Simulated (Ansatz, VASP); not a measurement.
One calculation of P3N, two programs

```xyz
4
Lattice="3.6781 0.0000 0.0000 0.0000 3.6781 0.0000 0.0000 0.0000 3.6781" Properties=species:S:1:pos:R:3 pbc="T T T"
P     0.0000    1.8390    1.8390
P     1.8390    0.0000    1.8390
P     1.8390    1.8390    0.0000
N     0.0000    0.0000    0.0000
```

Change from the starting cell: species swapped into the Nd3Sm type (Pm-3m, No. 221).

Alike in both runs: functional PBE; k mesh 12 × 12 × 12; occupations gaussian, width 0.1 eV; no spin polarisation.

Ansatz relaxed the structure, and its values are those at the end. VASP's run is a single point on that final structure, the one shown.

```csv
,VASP,Ansatz
version,VASP 6.6.1,Ansatz 0.2.0
potentials or method,"VASP PAW PBE potentials, release 64 (P, N), cutoff 520 eV","scalar-relativistic, plane waves, PAW"
valence electrons in the cell,20,20
```

|  | VASP | Ansatz | Ansatz less VASP |
| --- | --- | --- | --- |
| gap on the k mesh at the Fermi level (eV) | none | none | - |
| pressure (GPa) | -0.2 | 0.0 | +0.20 |

A gap of «none» marks a metal or a gap that the smearing closes.
